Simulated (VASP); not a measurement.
# SiO2 (Cmce) in VASP: notebook, part 2 of 2

VASP 6.6.1. Earlier steps stand in the parts before.

## Step 4: Single point, LDA (17.51 Å³/atom)

This run uses another cell than the first one, of 17.51 Å³/atom.

INCAR

```
PREC = Accurate
ENCUT = 520
EDIFF = 1E-6
ISMEAR = 0
SIGMA = 0.02
LREAL = Auto
LASPH = True
NELM = 60
ALGO = Normal
ISIF = 2
LWAVE = False
LCHARG = True
LELF = True
LVHAR = True
NBANDS = 82
```

KPOINTS

```
Automatic mesh
0
Gamma
  4 4 4
```

POSCAR

```
SiO2
1.0
    4.5073554177     -5.1686495562      0.0000000000
    4.5073554177      5.1686495562      0.0000000000
    0.0000000000      0.0000000000      9.0199557293
Si O
8 16
Direct
    0.3077229274      0.0421504773      0.9107588321
    0.4578495227      0.1922770726      0.5892411679
    0.0421504773      0.3077229274      0.0892411679
    0.1922770726      0.4578495227      0.4107588321
    0.9578495227      0.6922770726      0.9107588321
    0.6922770726      0.9578495227      0.0892411679
    0.8077229274      0.5421504773      0.5892411679
    0.5421504773      0.8077229274      0.4107588321
    0.7995459169      0.7995459169      0.0000000000
    0.6291429615      0.8708570385      0.2500000000
    0.7004540831      0.7004540831      0.5000000000
    0.3398697450      0.6601302550      0.3923075107
    0.1291429615      0.3708570385      0.2500000000
    0.8708570385      0.6291429615      0.7500000000
    0.2004540831      0.2004540831      0.0000000000
    0.3708570385      0.1291429615      0.7500000000
    0.0000000000      0.5000000000      0.0000000000
    0.1601302550      0.8398697450      0.8923075107
    0.6601302550      0.3398697450      0.6076924893
    0.8398697450      0.1601302550      0.1076924893
    0.2995459169      0.2995459169      0.5000000000
    0.5000000000      0.0000000000      0.0000000000
    0.0000000000      0.5000000000      0.5000000000
    0.5000000000      0.0000000000      0.5000000000
```

Potentials or basis: VASP PAW LDA potentials, release 64 (Si, O).

Command:

```
$ cat potpaw_LDA.64/Si/POTCAR potpaw_LDA.64/O/POTCAR > POTCAR
$ mpirun -np 1 vasp_std > vasp.out
```

OUTCAR:

```text
PREC = Accurate
   ENCUT = 520
   EDIFF = 1E-6
   ISMEAR = 0
   LREAL = Auto
   LASPH = True
   NELM = 60
   ISIF = 2

 ion  position               nearest neighbor table
   1  0.308  0.042  0.911-  22 1.60  16 1.60  15 1.61  18 1.61
   2  0.458  0.192  0.589-  24 1.60  16 1.60  21 1.61  19 1.61
   3  0.042  0.308  0.089-  17 1.60  13 1.60  15 1.61  20 1.61
   4  0.192  0.458  0.411-  23 1.60  13 1.60  21 1.61  12 1.61
   5  0.958  0.692  0.911-  17 1.60  14 1.60   9 1.61  18 1.61
   6  0.692  0.958  0.089-  22 1.60  10 1.60   9 1.61  20 1.61
   7  0.808  0.542  0.589-  23 1.60  14 1.60  11 1.61  19 1.61
   8  0.542  0.808  0.411-  24 1.60  10 1.60  11 1.61  12 1.61
   9  0.800  0.800  0.000-   5 1.61   6 1.61
  10  0.629  0.871  0.250-   6 1.60   8 1.60
  11  0.700  0.700  0.500-   7 1.61   8 1.61
  12  0.340  0.660  0.392-   4 1.61   8 1.61
  13  0.129  0.371  0.250-   3 1.60   4 1.60
  14  0.871  0.629  0.750-   5 1.60   7 1.60
[... 8 lines left out ...]
  23  0.000  0.500  0.500-   4 1.60   7 1.60
  24  0.500  0.000  0.500-   2 1.60   8 1.60

  LATTYP: Found a base centered orthorhombic cell.
 ALAT       =     9.0147108354
 B/A-ratio  =     1.1467144428
 C/A-ratio  =     1.0005818150

  Lattice vectors:

 A1 = (   4.5073554177,  -5.1686495562,   0.0000000000)
 A2 = (   4.5073554177,   5.1686495562,   0.0000000000)
 A3 = (   0.0000000000,   0.0000000000,   9.0199557293)

Analysis of symmetry for initial positions (statically):
=====================================================================
 Subroutine PRICEL returns:
 Original cell was already a primitive cell.

 Routine SETGRP: Setting up the symmetry group for a
 base centered orthorhombic supercell.

 Subroutine GETGRP returns: Found  8 space group operations
 (whereof  4 operations were pure point group operations)
 out of a pool of  8 trial point group operations.

The static configuration has the point symmetry C_2h.
 The point group associated with its full space group is D_2h.

Analysis of symmetry for dynamics (positions and initial velocities):
=====================================================================
 Subroutine PRICEL returns:
 Original cell was already a primitive cell.

 Routine SETGRP: Setting up the symmetry group for a
 base centered orthorhombic supercell.

 Subroutine GETGRP returns: Found  8 space group operations
 (whereof  4 operations were pure point group operations)
 out of a pool of  8 trial point group operations.

The dynamic configuration has the point symmetry C_2h.
 The point group associated with its full space group is D_2h.

 Subroutine INISYM returns: Found  8 space group operations
 (whereof  4 operations are pure point group operations),
 and found     1 'primitive' translations

----------------------------------------------------------------------------------------

                                     Primitive cell

  volume of cell :     420.2747

  direct lattice vectors                    reciprocal lattice vectors
     4.507355418 -5.168649556  0.000000000     0.110929792 -0.096737067  0.000000000
     4.507355418  5.168649556  0.000000000     0.110929792  0.096737067  0.000000000
     0.000000000  0.000000000  9.019955729     0.000000000  0.000000000  0.110865289

[... 88 lines left out ...]
  0.500000  0.250000  0.000000      4.000000
 -0.250000  0.250000  0.000000      2.000000
[... 13 lines left out ...]
 -0.250000  0.250000  0.500000      2.000000
  0.500000  0.500000  0.500000      1.000000
   k-points           NKPTS =     21   k-points in BZ     NKDIM =     21   number of bands    NBANDS=     82
   number of dos      NEDOS =    301   number of ions     NIONS =     24
   total plane-waves  NPLWV = 204120
   dimension x,y,z NGX =    54 NGY =   54 NGZ =   70
   dimension x,y,z NGXF=   108 NGYF=  108 NGZF=  140
   ions per type =               8  16
   NGX,Y,Z   is equivalent  to a cutoff of  13.09, 13.09, 12.90 a.u.
   NGXF,Y,Z  is equivalent  to a cutoff of  26.18, 26.18, 25.80 a.u.
 SYSTEM =  unknown system
   PREC   = accura    normal or accurate (medium, high low for compatibility)
   ISTART =      0    job   : 0-new  1-cont  2-samecut
   ICHARG =      2    charge: 1-file 2-atom 10-const
   ISPIN  =      1    spin polarized calculation?
   LNONCOLLINEAR =      F non collinear calculations
   LSORBIT =      F    spin-orbit coupling
   LASPH  =      T    aspherical Exc in radial PAW
   ENCUT  =  520.0 eV  38.22 Ry    6.18 a.u.  12.75 12.75 16.77*2*pi/ulx,y,z
   NELM   =     60;   NELMIN=  2; NELMDL= -5     # of ELM steps
   EDIFF  = 0.1E-05   stopping-criterion for ELM
   LREAL  =      T    real-space projection
   EDIFFG = 0.1E-04   stopping-criterion for IOM
   NSW    =      0    number of steps for IOM
   IBRION =     -1    ionic relax: 0-MD 1-quasi-New 2-CG
   NFREE  =      0    steps in history (QN), initial steepest desc. (CG)
   ISIF   =      2    stress and relaxation
   ISYM   =      2    0-nonsym 1-usesym 2-fastsym
   POTIM  = 0.5000    time-step for ionic-motion
   TEBEG  =    0.0;   TEEND  =   0.0 temperature during run
   PSTRESS=    0.0 pullay stress
   NELECT =     128.0000    total number of electrons
   NUPDOWN=      -1.0000    fix difference up-down
   EMIN   =  10.00;   EMAX   =-10.00  energy-range for DOS
   EFERMI =   0.00;   METHOD = LEGACY
   ISMEAR =     0;   SIGMA  =   0.02  broadening in eV -4-tet -1-fermi 0-gaus
   EFERMI_NEDOS =   21; number of points for ismear=-14 and -15
   IALGO  =     38    algorithm
   IMIX   =      4    mixing-type and parameters
     AMIX     =   0.40;   BMIX     =  1.00
     AMIX_MAG =   1.60;   BMIX_MAG =  1.00
  volume/ion in A,a.u.               =      17.51       118.17
  Fermi-wavevector in a.u.,A,eV,Ry     =   1.101456  2.081450 16.506653  1.213205
  Thomas-Fermi vector in A             =   2.237883
   LORBIT       =      0    0 simple, 1 ext, 2 COOP (PROOUT), +10 PAW based schemes
   GGA     = CA    functional components
   LHFCALC =     F    Hartree Fock is set to
   AEXX    =    0.0000 exact exchange contribution
   IVDW    =     0    specifies the selected vdW correction
   LEPSILON=     F    determine dielectric tensor
   LRPA    =     F    only Hartree local field effects (RPA)
 non-spin polarized calculation
 Gauss-broadening in eV      SIGMA  =   0.02
  energy-cutoff  :      520.00
  volume of cell :      420.27
 maximum number of plane-waves:     11372
 NGX is ok and might be reduce to    54
   NGX = 25   NGY = 25   NGZ = 33

 number of electron     128.0000061 magnetization

 Free energy of the ion-electron system (eV)
  ---------------------------------------------------
  ext. energy  EPLUGINS =         0.00000000
  ---------------------------------------------------
  free energy    TOTEN  =      -207.25936015 eV

  energy without entropy =     -207.25936015  energy(sigma->0) =     -207.25936015

 E-fermi :  -1.2072     XC(G=0):  -7.7793

 val. band max:       -1.3606277758   @ k =   0.0000   0.0000   0.0000
 cond. band min:       3.9737401800   @ k =   0.0000   0.0000   0.0000
 fundamental gap:      5.3343679559
 Fermi energy:        -1.2071971244

 k-point     1 :       0.0000    0.0000    0.0000
  band No.  band energies     occupation
      1     -20.5574      2.00000
      2     -20.1539      2.00000
      3     -19.6719      2.00000
      4     -19.6587      2.00000
      5     -19.6536      2.00000
      6     -19.1245      2.00000
[... 1648 lines left out ...]
     75       7.5515      0.00000
     76       7.5515      0.00000
 [bands above 76 left out]

------------------------ aborting loop because EDIFF is reached ----------------------------------------

  FORCE on cell =-STRESS in cart. coord.  units (eV):
  Direction    XX          YY          ZZ          XY          YZ          ZX
  --------------------------------------------------------------------------------------
  -------------------------------------------------------------------------------------
  Total       -4.7064812     -4.3010820     -4.4760694      0.0000000      0.0000000      0.0000000
  in kB      -17.9421143    -16.3966457    -17.0637350      0.0000000      0.0000000      0.0000000
  external PRESSURE =     -17.1341650 kB  Pullay stress =       0.0000000 kB

 VOLUME and BASIS-vectors are now :
 -----------------------------------------------------------------------------
  energy-cutoff  :      520.00
  volume of cell :      420.27
      direct lattice vectors                 reciprocal lattice vectors
     4.507355418 -5.168649556  0.000000000     0.110929792 -0.096737067  0.000000000
     4.507355418  5.168649556  0.000000000     0.110929792  0.096737067  0.000000000
     0.000000000  0.000000000  9.019955729     0.000000000  0.000000000  0.110865289

 POSITION                                       TOTAL-FORCE (eV/Angst)
 -----------------------------------------------------------------------------------
      1.57700     -1.37265      8.21500         0.018970     -0.012364     -0.008935
      2.93035     -1.37265      5.31493        -0.018970     -0.012364      0.008935
      1.57700      1.37265      0.80495         0.018970      0.012364      0.008935
      2.93035      1.37265      3.70503        -0.018970      0.012364     -0.008935
      7.43771     -1.37265      8.21500        -0.018970     -0.012364     -0.008935
      7.43771      1.37265      0.80495        -0.018970      0.012364      0.008935
[... 16 lines left out ...]
      2.25368      2.58432      4.50998         0.000000      0.000000     -0.000000
      2.25368     -2.58432      4.50998         0.000000      0.000000     -0.000000
 -----------------------------------------------------------------------------------
    total drift:                                0.000000     -0.000000     -0.000000

  FREE ENERGIE OF THE ION-ELECTRON SYSTEM (eV)
  ---------------------------------------------------
  free  energy   TOTEN  =      -207.2593601455 eV

  energy  without entropy=     -207.2593601455  energy(sigma->0) =     -207.25936015
```

Wall time 27 min (1 thread of Intel Xeon 8259CL, shared host); peak memory 0.63 GiB.

Results:

```
Free energy            : -207.2594 eV
Pressure               : -1.7 GPa
Largest force          : 0.024 eV/Å
Band gap on the k mesh : 5.33 eV
```

Forces in eV/Å, atoms in the order of the input:
```
Si   0.019 -0.012 -0.009
Si  -0.019 -0.012  0.009
Si   0.019  0.012  0.009
Si  -0.019  0.012 -0.009
Si  -0.019 -0.012 -0.009
Si  -0.019  0.012  0.009
Si   0.019 -0.012  0.009
Si   0.019  0.012 -0.009
O   -0.001  0.000  0.000
O    0.000 -0.004  0.000
O    0.001  0.000  0.000
O    0.000  0.007 -0.004
O    0.000 -0.004  0.000
O    0.000  0.004  0.000
O    0.001  0.000  0.000
O    0.000  0.004  0.000
O    0.000  0.000  0.000
O    0.000 -0.007 -0.004
O    0.000 -0.007  0.004
O    0.000  0.007  0.004
O   -0.001  0.000  0.000
O    0.000  0.000  0.000
O    0.000  0.000  0.000
O    0.000  0.000  0.000
```

Stress tensor (GPa, compression positive):
```
-1.79  0.00  0.00
 0.00 -1.64  0.00
 0.00  0.00 -1.71
```

## Step 5: Single point, LDA (18.02 Å³/atom)

This run uses another cell than the first one, of 18.02 Å³/atom.

INCAR

```
SYSTEM = SiO2
PREC = Accurate
ENCUT = 520
EDIFF = 1E-6
ISMEAR = 0
SIGMA = 0.02
LREAL = Auto
LASPH = .True.
NELM = 100
ALGO = Normal
ISIF = 2
LWAVE = .False.
LCHARG = .True.
GGA = CA
LELF = .True.
LVHAR = .True.
NBANDS = 82
```

KPOINTS

```
regular mesh
0
Gamma
  4 4 4
  0 0 0
```

POSCAR

```
SiO2
1.0
    4.5400233680     -5.2378133212      0.0000000000
    4.5400233680      5.2378133212      0.0000000000
    0.0000000000      0.0000000000      9.0941860429
Si O
8 16
Direct
    0.3081455991      0.0437567195      0.9116169639
    0.4562432805      0.1918544009      0.5883830361
    0.0437567195      0.3081455991      0.0883830361
    0.1918544009      0.4562432805      0.4116169639
    0.9562432805      0.6918544009      0.9116169639
    0.6918544009      0.9562432805      0.0883830361
    0.8081455991      0.5437567195      0.5883830361
    0.5437567195      0.8081455991      0.4116169639
    0.7960015369      0.7960015369      0.0000000000
    0.6270295126      0.8729704874      0.2500000000
    0.7039984631      0.7039984631      0.5000000000
    0.3446976074      0.6553023926      0.3961493756
    0.1270295126      0.3729704874      0.2500000000
    0.8729704874      0.6270295126      0.7500000000
    0.2039984631      0.2039984631      0.0000000000
    0.3729704874      0.1270295126      0.7500000000
    0.0000000000      0.5000000000      0.0000000000
    0.1553023926      0.8446976074      0.8961493756
    0.6553023926      0.3446976074      0.6038506244
    0.8446976074      0.1553023926      0.1038506244
    0.2960015369      0.2960015369      0.5000000000
    0.5000000000      0.0000000000      0.0000000000
    0.0000000000      0.5000000000      0.5000000000
    0.5000000000      0.0000000000      0.5000000000
```

Command:

```
$ cat potpaw_LDA.64/Si/POTCAR potpaw_LDA.64/O/POTCAR > POTCAR
$ mpirun -np 1 vasp_std > vasp.out
```

Wall time 15 min (1 thread of Intel Xeon Platinum 8488C (Sapphire Rapids), shared host); peak memory 0.64 GiB.

The run converged. Its results:

```yaml
Free_energy: -207.0081 eV
Pressure: -5.2 GPa
Largest_force: 0.029 eV/Å
Band_gap_on_the_k_mesh: 5.26 eV
```

Forces on the atoms (eV/Å):
```
Si   0.027 -0.007 -0.007
Si  -0.027 -0.007  0.007
Si   0.027  0.007  0.007
Si  -0.027  0.007 -0.007
Si  -0.027 -0.007 -0.007
Si  -0.027  0.007  0.007
Si   0.027 -0.007  0.007
Si   0.027  0.007 -0.007
O   -0.009  0.000  0.000
O    0.000 -0.002  0.000
O    0.009  0.000  0.000
O    0.000  0.004 -0.004
O    0.000 -0.002  0.000
O    0.000  0.002  0.000
O    0.009  0.000  0.000
O    0.000  0.002  0.000
O    0.000  0.000  0.000
O    0.000 -0.004 -0.004
O    0.000 -0.004  0.004
O    0.000  0.004  0.004
O   -0.009  0.000  0.000
O    0.000  0.000  0.000
O    0.000  0.000  0.000
O    0.000  0.000  0.000
```

Levels at points of the mesh, in eV from the valence-band top:
```tsv
k point	band 62	band 63	band 64	band 65	band 66	band 67
(0.00, 0.00, 0.00)	-0.28	0.00	0.00	5.26	7.38	7.62
(0.50, 0.00, 0.00)	-0.29	-0.23	-0.23	6.41	6.41	8.02
(0.50, 0.50, 0.00)	-0.08	-0.03	0.00	7.04	7.11	7.28
(0.00, 0.00, 0.50)	-0.28	-0.10	-0.10	5.95	5.95	8.34
(0.50, 0.00, 0.50)	-0.45	-0.18	-0.18	6.80	6.80	7.08
(0.50, 0.50, 0.50)	-0.29	-0.13	-0.13	7.32	7.32	7.63
```

Caveat: the cell stands under tension.

## Step 6: The runs side by side

| cell | gap on the mesh (eV) | pressure (GPa) | largest force (eV/Å) |
| --- | --- | --- | --- |
| a = 6.827, b = 6.827, c = 8.993 Å, angles 90.0, 90.0, 97.4°, 24 atoms, atomic positions A | 5.34 | -0.9 | 0.04 |
| a = 6.629, b = 6.629, c = 8.752 Å, angles 90.0, 90.0, 94.2°, 24 atoms, atomic positions B | 5.47 | 3.9 | 0.05 |
| a = 6.858, b = 6.858, c = 9.020 Å, angles 90.0, 90.0, 97.8°, 24 atoms, atomic positions C | 5.33 | -1.7 | 0.02 |
| a = 6.932, b = 6.932, c = 9.094 Å, angles 90.0, 90.0, 98.2°, 24 atoms, atomic positions D | 5.26 | -5.2 | 0.03 |

Alike in all rows: task single point; level LDA; potentials or basis VASP PAW LDA potentials, release 64 (Si, O); no spin polarisation; k mesh 4 × 4 × 4; cutoff (eV) 520; smearing gaussian 0.02 eV.

Caveats: the cell stands under pressure (at least some runs); the cell stands under tension (at least some runs).

Absolute energies hang on the potentials; compare differences alone.
